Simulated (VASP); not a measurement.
# SnO2 in VASP: notebook

The runs below take SnO2 through single point, with r2SCAN.

Program: VASP 6.6.1. These are calculated values, not measurements. Logs are shortened: lines on timing, memory, paths and dates and some standing lists are left out, and cuts for length are marked.

**1. The cell of the first run**

The typed cell holds 6 atoms: a = 4.894 Å, b = 4.894 Å, c = 3.028 Å, α = 90.00°, β = 90.00°, γ = 90.00°.

**2. Single point, r2SCAN**

Contents of POSCAR:

```
SnO2
1.0
    4.8939674963      0.0000000000      0.0000000000
    0.0000000000      4.8942137614      0.0000000000
    0.0000000000      0.0000000000      3.0276452039
Sn O
2 4
Direct
    0.5000000000      0.5000000000      0.5000000000
    0.0000000000      0.0000000000      0.0000000000
    0.3058623572      0.3059582262      0.0000000000
    0.8058623572      0.1940417738      0.5000000000
    0.1941376428      0.8059582262      0.5000000000
    0.6941376428      0.6940417738      0.0000000000
```

Contents of INCAR.step1:

```
SYSTEM = SnO2
PREC = Accurate
ENCUT = 520
ISMEAR = 0
SIGMA = 0.05
LREAL = .FALSE.
LASPH = .TRUE.
NELM = 100
NBANDS = 35
GGA = PE
ALGO = Normal
EDIFF = 1E-4
LWAVE = .TRUE.
LCHARG = .FALSE.
```

Contents of INCAR.step2:

```
SYSTEM = SnO2
PREC = Accurate
ENCUT = 520
EDIFF = 1E-7
ISMEAR = 0
SIGMA = 0.05
LREAL = .FALSE.
LASPH = .TRUE.
NELM = 100
ALGO = Normal
ISIF = 2
LWAVE = .FALSE.
LCHARG = .FALSE.
METAGGA = R2SCAN
LMIXTAU = .TRUE.
NBANDS = 35
ISTART = 1
```

Contents of KPOINTS:

```
regular mesh
0
G
  6 6 10
  0 0 0
```

Potentials or basis: VASP PAW PBE potentials, release 64 (Sn_d, O).

Started as:

```console
cat potpaw_PBE.64/Sn_d/POTCAR potpaw_PBE.64/O/POTCAR > POTCAR
cp INCAR.step1 INCAR
mpirun -np 1 vasp_std > vasp.out
cp INCAR.step2 INCAR
mpirun -np 1 vasp_std > vasp.out
```

OUTCAR:

```text
SYSTEM = SnO2
   PREC = Accurate
   ENCUT = 520
   EDIFF = 1E-7
   ISMEAR = 0
   LREAL = .FALSE.
   LASPH = .TRUE.
   NELM = 100
   ISIF = 2
   METAGGA = R2SCAN
   ISTART = 1

 ion  position               nearest neighbor table
   1  0.500  0.500  0.500-   3 2.02   6 2.02   3 2.02   6 2.02   5 2.12   4 2.12
   2  0.000  0.000  0.000-   4 2.02   5 2.02   4 2.02   5 2.02   3 2.12   6 2.12
   3  0.306  0.306  0.000-   1 2.02   1 2.02   2 2.12
   4  0.806  0.194  0.500-   2 2.02   2 2.02   1 2.12
   5  0.194  0.806  0.500-   2 2.02   2 2.02   1 2.12
   6  0.694  0.694  0.000-   1 2.02   1 2.02   2 2.12

  LATTYP: Found a simple orthorhombic cell.
 ALAT       =     3.0276452039
 B/A-ratio  =     1.6164270140
 C/A-ratio  =     1.6165083528

  Lattice vectors:

 A1 = (   0.0000000000,   0.0000000000,   3.0276452039)
 A2 = (   4.8939674963,   0.0000000000,   0.0000000000)
 A3 = (   0.0000000000,   4.8942137614,   0.0000000000)

Analysis of symmetry for initial positions (statically):
=====================================================================
 Subroutine PRICEL returns:
 Original cell was already a primitive cell.

 Routine SETGRP: Setting up the symmetry group for a
 simple orthorhombic supercell.

 Subroutine GETGRP returns: Found  8 space group operations
 (whereof  4 operations were pure point group operations)
 out of a pool of  8 trial point group operations.

The static configuration has the point symmetry C_2h.
 The point group associated with its full space group is D_2h.

Analysis of symmetry for dynamics (positions and initial velocities):
=====================================================================
 Subroutine PRICEL returns:
 Original cell was already a primitive cell.

 Routine SETGRP: Setting up the symmetry group for a
 simple orthorhombic supercell.

 Subroutine GETGRP returns: Found  8 space group operations
 (whereof  4 operations were pure point group operations)
 out of a pool of  8 trial point group operations.

The dynamic configuration has the point symmetry C_2h.
 The point group associated with its full space group is D_2h.

 Subroutine INISYM returns: Found  8 space group operations
 (whereof  4 operations are pure point group operations),
 and found     1 'primitive' translations

----------------------------------------------------------------------------------------

                                     Primitive cell

  volume of cell :      72.5185

  direct lattice vectors                    reciprocal lattice vectors
     4.893967496  0.000000000  0.000000000     0.204333192  0.000000000  0.000000000
     0.000000000  4.894213761  0.000000000     0.000000000  0.204322910  0.000000000
     0.000000000  0.000000000  3.027645204     0.000000000  0.000000000  0.330289691

  length of vectors
     4.893967496  4.894213761  3.027645204     0.204333192  0.204322910  0.330289691

  position of ions in fractional coordinates (direct lattice)
     0.500000000  0.500000000  0.500000000
     0.000000000  0.000000000  0.000000000
     0.305862357  0.305958226  0.000000000
     0.805862357  0.194041774  0.500000000
     0.194137643  0.805958226  0.500000000
     0.694137643  0.694041774  0.000000000

  ion indices of the primitive-cell ions
   primitive index   ion index
                 1           1
                 2           2
                 3           3
                 4           4
                 5           5
                 6           6

----------------------------------------------------------------------------------------

 KPOINTS: regular mesh

Automatic generation of k-mesh.
 Grid dimensions read from file:
 generate k-points for:    6    6   10

 Generating k-lattice:

  Cartesian coordinates                     Fractional coordinates (reciprocal lattice)
     0.034055532  0.000000000  0.000000000     0.166666667  0.000000000  0.000000000
     0.000000000  0.034053818  0.000000000     0.000000000  0.166666667  0.000000000
     0.000000000  0.000000000  0.033028969     0.000000000  0.000000000  0.100000000

  Length of vectors
     0.034055532  0.034053818  0.033028969

  Shift w.r.t. Gamma in fractional coordinates (k-lattice)
     0.000000000  0.000000000  0.000000000

 Subroutine IBZKPT returns following result:
 ===========================================

 Found     96 irreducible k-points:

 Following reciprocal coordinates:
            Coordinates               Weight
  0.000000  0.000000  0.000000      1.000000
  0.166667  0.000000  0.000000      2.000000
  0.333333  0.000000  0.000000      2.000000
  0.500000  0.000000  0.000000      1.000000
  0.000000  0.166667  0.000000      2.000000
  0.166667  0.166667  0.000000      4.000000
[... 16 lines left out ...]
  0.333333  0.166667  0.100000      8.000000
  0.500000  0.166667  0.100000      4.000000
 [... further k-points ...]
   k-points           NKPTS =     96   k-points in BZ     NKDIM =     96   number of bands    NBANDS=     35
   number of dos      NEDOS =    301   number of ions     NIONS =      6
   total plane-waves  NPLWV =  31104
   dimension x,y,z NGX =    36 NGY =   36 NGZ =   24
   dimension x,y,z NGXF=    72 NGYF=   72 NGZF=   48
   ions per type =               2   4
   NGX,Y,Z   is equivalent  to a cutoff of  12.23, 12.23, 13.18 a.u.
   NGXF,Y,Z  is equivalent  to a cutoff of  24.46, 24.46, 26.36 a.u.
 SYSTEM =  SnO2
   PREC   = accura    normal or accurate (medium, high low for compatibility)
   ISTART =      1    job   : 0-new  1-cont  2-samecut
   ICHARG =      0    charge: 1-file 2-atom 10-const
   ISPIN  =      1    spin polarized calculation?
   LNONCOLLINEAR =      F non collinear calculations
   LSORBIT =      F    spin-orbit coupling
   LASPH  =      T    aspherical Exc in radial PAW
   ENCUT  =  520.0 eV  38.22 Ry    6.18 a.u.   9.10  9.10  5.63*2*pi/ulx,y,z
   NELM   =    100;   NELMIN=  2; NELMDL=  0     # of ELM steps
   EDIFF  = 0.1E-06   stopping-criterion for ELM
   LREAL  =      F    real-space projection
   EDIFFG = 0.1E-05   stopping-criterion for IOM
   NSW    =      0    number of steps for IOM
   IBRION =     -1    ionic relax: 0-MD 1-quasi-New 2-CG
   NFREE  =      0    steps in history (QN), initial steepest desc. (CG)
   ISIF   =      2    stress and relaxation
   ISYM   =      2    0-nonsym 1-usesym 2-fastsym
   POTIM  = 0.5000    time-step for ionic-motion
   TEBEG  =    0.0;   TEEND  =   0.0 temperature during run
   PSTRESS=    0.0 pullay stress
   NELECT =      52.0000    total number of electrons
   NUPDOWN=      -1.0000    fix difference up-down
   EMIN   =  10.00;   EMAX   =-10.00  energy-range for DOS
   EFERMI =   0.00;   METHOD = LEGACY
   ISMEAR =     0;   SIGMA  =   0.05  broadening in eV -4-tet -1-fermi 0-gaus
   EFERMI_NEDOS =   21; number of points for ismear=-14 and -15
   IALGO  =     38    algorithm
   IMIX   =      4    mixing-type and parameters
     AMIX     =   0.40;   BMIX     =  1.00
     AMIX_MAG =   1.60;   BMIX_MAG =  1.00
  volume/ion in A,a.u.               =      12.09        81.56
  Fermi-wavevector in a.u.,A,eV,Ry     =   1.465299  2.769014 29.213088  2.147101
  Thomas-Fermi vector in A             =   2.581173
   LORBIT       =      0    0 simple, 1 ext, 2 COOP (PROOUT), +10 PAW based schemes
   METAGGA = R2SCAN    functional components
   LHFCALC =     F    Hartree Fock is set to
   AEXX    =    0.0000 exact exchange contribution
   IVDW    =     0    specifies the selected vdW correction
   LEPSILON=     F    determine dielectric tensor
   LRPA    =     F    only Hartree local field effects (RPA)
 non-spin polarized calculation
 Gauss-broadening in eV      SIGMA  =   0.05
  energy-cutoff  :      520.00
  volume of cell :       72.52
 maximum number of plane-waves:      1969
   NGX = 19   NGY = 19   NGZ = 11

 number of electron      51.9999984 magnetization

 Free energy of the ion-electron system (eV)
  ---------------------------------------------------
  ext. energy  EPLUGINS =         0.00000000
  ---------------------------------------------------
  free energy    TOTEN  =       -84.34404663 eV

  energy without entropy =      -84.34404663  energy(sigma->0) =      -84.34404663

 E-fermi :   5.7929     XC(G=0): -11.9345

 val. band max:        5.4998787791   @ k =   0.0000   0.0000   0.0000
 cond. band min:       7.5763823370   @ k =   0.0000   0.0000   0.0000
 fundamental gap:      2.0765035579
 Fermi energy:         5.7928745379

 k-point     1 :       0.0000    0.0000    0.0000
  band No.  band energies     occupation
      1     -16.3109      2.00000
      2     -15.5899      2.00000
      3     -14.9978      2.00000
      4     -14.9978      2.00000
      5     -14.9919      2.00000
      6     -14.8245      2.00000
[... 27 lines left out ...]
     34      18.1434      0.00000
     35      18.7324      0.00000

 k-point     2 :       0.1667    0.0000    0.0000
  band No.  band energies     occupation
      1     -16.2699      2.00000
      2     -15.6370      2.00000
      3     -14.9967      2.00000
      4     -14.9966      2.00000
      5     -14.9904      2.00000
      6     -14.8625      2.00000
[... 27 lines left out ...]
     34      18.3881      0.00000
     35      18.7318      0.00000

 k-point     3 :       0.3333    0.0000    0.0000
  band No.  band energies     occupation
      1     -16.1518      2.00000
      2     -15.7794      2.00000
      3     -14.9942      2.00000
      4     -14.9941      2.00000
      5     -14.9851      2.00000
      6     -14.9339      2.00000
[... 27 lines left out ...]
     34      18.6716      0.00000
     35      19.0750      0.00000
[... 723 lines left out ...]
 k-point    23 :       0.3333    0.1667    0.1000
  band No.  band energies     occupation
      1     -16.0820      2.00000
      2     -15.7598      2.00000
      3     -15.2020      2.00000
      4     -15.1855      2.00000
      5     -14.9466      2.00000
      6     -14.8910      2.00000
[... 27 lines left out ...]
     34      18.6012      0.00000
     35      18.8496      0.00000

 k-point    24 :       0.5000    0.1667    0.1000
  band No.  band energies     occupation
      1     -15.9353      2.00000
      2     -15.9353      2.00000
      3     -15.1945      2.00000
      4     -15.1945      2.00000
      5     -14.9232      2.00000
      6     -14.9232      2.00000
[... 27 lines left out ...]
     34      18.4703      0.00000
     35      19.4655      0.00000

 [... further k-points ...]

------------------------ aborting loop because EDIFF is reached ----------------------------------------

  FORCE on cell =-STRESS in cart. coord.  units (eV):
  Direction    XX          YY          ZZ          XY          YZ          ZX
  --------------------------------------------------------------------------------------
  -------------------------------------------------------------------------------------
  Total       -0.8940577     -0.8943229      9.4394713      0.0000000      0.0000000      0.0000000
  in kB      -19.7527313    -19.7585894    208.5495511      0.0000000      0.0000000      0.0000000
  external PRESSURE =      56.3460768 kB  Pullay stress =       0.0000000 kB

 VOLUME and BASIS-vectors are now :
 -----------------------------------------------------------------------------
  energy-cutoff  :      520.00
  volume of cell :       72.52
      direct lattice vectors                 reciprocal lattice vectors
     4.893967496  0.000000000  0.000000000     0.204333192  0.000000000  0.000000000
     0.000000000  4.894213761  0.000000000     0.000000000  0.204322910  0.000000000
     0.000000000  0.000000000  3.027645204     0.000000000  0.000000000  0.330289691

 POSITION                                       TOTAL-FORCE (eV/Angst)
 -----------------------------------------------------------------------------------
      2.44698      2.44711      1.51382         0.000000      0.000000      0.000000
      0.00000      0.00000      0.00000         0.000000      0.000000      0.000000
      1.49688      1.49742      0.00000        -0.229634     -0.229862      0.000000
      3.94386      0.94968      1.51382        -0.229634      0.229862      0.000000
      0.95010      3.94453      1.51382         0.229634     -0.229862      0.000000
      3.39709      3.39679      0.00000         0.229634      0.229862      0.000000
 -----------------------------------------------------------------------------------
    total drift:                                0.000000      0.000000      0.000000

  FREE ENERGIE OF THE ION-ELECTRON SYSTEM (eV)
  ---------------------------------------------------
  free  energy   TOTEN  =       -84.3440466252 eV

  energy  without entropy=      -84.3440466252  energy(sigma->0) =      -84.34404663
```

Wall time 4.6 min (1 thread of Intel Xeon 6975P-C (Granite Rapids), shared host); peak memory 0.31 GiB.

What came out:

- Free energy: -84.3440 eV
- Pressure: 5.6 GPa
- Largest force: 0.325 eV/Å
- Band gap on the k mesh: 2.08 eV, direct

Forces on the atoms (eV/Å):
```
Sn   0.000  0.000  0.000
Sn   0.000  0.000  0.000
O   -0.230 -0.230  0.000
O   -0.230  0.230  0.000
O    0.230 -0.230  0.000
O    0.230  0.230  0.000
```

Caveat: the PAW data sets were made with another functional, which shifts forces and pressure a little; spin-orbit coupling is left out, which moves the levels of the heavy elements.

**3. Single point, r2SCAN**

This run uses another cell than the first one, of the same volume but with other edges.

POSCAR: that of step 2 with these lines changed.

```diff
@@ -2,5 +2,5 @@
 1.0
-    4.8939674963      0.0000000000      0.0000000000
-    0.0000000000      4.8942137614      0.0000000000
-    0.0000000000      0.0000000000      3.0276452039
+    4.6109752881      0.0000000000      0.0000000000
+    0.0000000000      4.6112073130      0.0000000000
+    0.0000000000      0.0000000000      3.4106845403
 Sn O
```

Contents of INCAR.step1:

```
SYSTEM = SnO2
  ALGO = Normal
  EDIFF = 1E-4
  ENCUT = 520
  GGA = PE
  ISMEAR = 0
  LASPH = .TRUE.
  LCHARG = .FALSE.
  LREAL = .FALSE.
  LWAVE = .TRUE.
  NBANDS = 35
  NELM = 80
  PREC = Accurate
  SIGMA = 0.05
```

Contents of INCAR.step2:

```
SYSTEM = SnO2
  ALGO = Normal
  EDIFF = 1E-6
  ENCUT = 520
  ISIF = 2
  ISMEAR = 0
  ISTART = 1
  LASPH = .TRUE.
  LCHARG = .FALSE.
  LMIXTAU = .TRUE.
  LREAL = .FALSE.
  LWAVE = .FALSE.
  METAGGA = R2SCAN
  NBANDS = 35
  NELM = 80
  PREC = Accurate
  SIGMA = 0.05
```

Contents of KPOINTS:

```
k-points
0
G
  6 6 10
  0 0 0
```

Potentials or basis: VASP PAW PBE potentials, release 64 (Sn_d, O).

Started as:

```console
cat potpaw_PBE.64/Sn_d/POTCAR potpaw_PBE.64/O/POTCAR > POTCAR
cp INCAR.step1 INCAR
mpirun -np 1 vasp_std > vasp.out
cp INCAR.step2 INCAR
mpirun -np 1 vasp_std > vasp.out
```

Run time: 5.7 min. Hardware: 1 thread of Intel Xeon 6975P-C (Granite Rapids), shared host; peak memory 0.32 GiB.

The run converged. Its results:

| Property | Result |
| --- | --- |
| Free energy | -84.3359 eV |
| Pressure | -1.2 GPa |
| Largest force | 0.349 eV/Å |
| Band gap on the k mesh | 1.56 eV, direct |

Forces in eV/Å, atoms in the order of the input:
```
Sn   0.000  0.000  0.000
Sn   0.000  0.000  0.000
O    0.247  0.247  0.000
O    0.247 -0.247  0.000
O   -0.247  0.247  0.000
O   -0.247 -0.247  0.000
```

Stress tensor (GPa, compression positive):
```
  5.53   0.00   0.00
  0.00   5.53   0.00
  0.00   0.00 -14.55
```

Levels at points of the mesh, in eV from the valence-band top:
```tsv
k point	band 23	band 24	band 25	band 26	band 27	band 28	band 29	band 30
(0.00, 0.00, 0.00)	-1.35	-0.63	-0.63	0.00	1.56	6.00	6.42	6.42
(0.50, 0.00, 0.00)	-1.27	-1.27	-0.52	-0.52	4.93	4.93	7.20	7.20
(0.00, 0.50, 0.00)	-1.27	-1.27	-0.52	-0.52	4.93	4.93	7.20	7.20
(0.50, 0.50, 0.00)	-1.47	-1.47	-0.67	-0.67	5.16	5.16	7.85	7.85
(0.00, 0.00, 0.50)	-1.66	-1.66	-1.17	-1.17	6.68	6.68	10.43	10.43
(0.50, 0.00, 0.50)	-0.97	-0.97	-0.43	-0.43	7.12	7.12	9.23	9.23
(0.00, 0.50, 0.50)	-0.97	-0.97	-0.43	-0.43	7.12	7.12	9.23	9.23
(0.50, 0.50, 0.50)	-0.80	-0.80	-0.64	-0.64	5.55	5.55	9.73	9.73
```

Caveat: the PAW data sets were made with another functional, which shifts forces and pressure a little; spin-orbit coupling is left out, which moves the levels of the heavy elements.

(Continued in part 2 of 2.)
